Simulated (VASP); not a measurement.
Input of a VASP 6.6.1 run:

The input INCAR:

```
PREC = Accurate
ENCUT = 520
EDIFF = 1E-6
ISMEAR = -1
SIGMA = 0.05
LREAL = False
LASPH = True
NELM = 100
ALGO = Normal
ISIF = 2
LWAVE = False
LCHARG = False
GGA = PE
NBANDS = 66
```

Contents of KPOINTS:

```
regular mesh
0
Gamma
  9 9 9
```

The input POSCAR:

```
W
1.0
    5.0830000000      0.0000000000      0.0000000000
    0.0000000000      5.0830000000      0.0000000000
    0.0000000000      0.0000000000      5.1338300000
W
8
Direct
    0.0000000000      0.0000000000      0.0000000000
    0.5000000000      0.5000000000      0.5000000000
    0.0000000000      0.5000000000      0.2500000000
    0.0000000000      0.5000000000      0.7500000000
    0.2500000000      0.0000000000      0.5000000000
    0.7500000000      0.0000000000      0.5000000000
    0.5000000000      0.7500000000      0.0000000000
    0.5000000000      0.2500000000      0.0000000000
```

Potentials or basis: VASP PAW PBE potentials, release 64 (W_sv).

The run is started by

```bash
$ cat potpaw_PBE.64/W_sv/POTCAR > POTCAR
$ mpirun -np 1 vasp_std > vasp.out
```

Task: Estimate the largest force.

Result: 0.005 eV/Å.

Task: Estimate the band gap on the k mesh.

Result: Zero (bands 56 and 57 overlap by 0.71 eV).

Task: Estimate the pressure.

Result: -2.9 GPa.

Forces in eV/Å, atoms in the order of the input:
```
W    0.000  0.000  0.000
W    0.000  0.000  0.000
W    0.000  0.000  0.000
W    0.000  0.000  0.000
W   -0.005  0.000  0.000
W    0.005  0.000  0.000
W    0.000 -0.005  0.000
W    0.000  0.005  0.000
```

Caveat: the cell differs from its parent crystal (z stretched by +1 %, then relaxed in part); spin-orbit coupling is left out, which moves the levels of the heavy elements.
